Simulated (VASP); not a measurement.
**GaN: single point with PBE**

GaN:

```xyz
4
Lattice="3.1831 0.0000 0.0000 -1.5916 2.7567 0.0000 0.0000 0.0000 5.1836" Properties=species:S:1:pos:R:3 pbc="T T T"
Ga    0.0000    1.8378   -0.0046
Ga    1.5916    0.9189    2.5872
N     0.0000    1.8378    1.9485
N     1.5916    0.9189    4.5403
```

- Program: VASP 6.6.1
- Task: single point
- Functional: PBE
- Potentials or basis: VASP PAW PBE potentials, release 64 (Ga_d, N)
- Cutoff: 600 eV
- k mesh: 9 × 9 × 4
- Occupations: gaussian, width 0.01 eV
- Spin: no spin polarisation
- Dipole correction: no
- Further INCAR settings: ALGO = Normal; EDIFF = 1e-06; NBANDS = 26

| Property | Result |
| --- | --- |
| Pressure | 6.1 GPa |
| Largest force | 0.005 eV/Å |
| Band gap on the k mesh | 1.94 eV, direct |

Forces on the atoms (eV/Å):
```
Ga   0.000  0.000  0.005
Ga   0.000  0.000  0.005
N    0.000  0.000 -0.005
N    0.000  0.000 -0.005
```

Stress tensor (GPa, compression positive):
```
6.07 0.00 0.00
0.00 6.07 0.00
0.00 0.00 6.18
```

Levels at points of the mesh, in eV from the valence-band top:
```csv
k point,band 16,band 17,band 18,band 19,band 20,band 21
"(0.00, 0.00, 0.00)",-0.04,0.00,0.00,1.94,4.28,9.22
"(0.00, 0.00, 0.50)",-0.53,-0.53,-0.53,4.28,4.28,8.49
```

It took 52 s on 1 thread of Intel Xeon 6975P-C, on a shared host, peak memory 0.2 GiB.

Expect the measured gap to be larger: semilocal functionals such as PBE lack the derivative discontinuity.
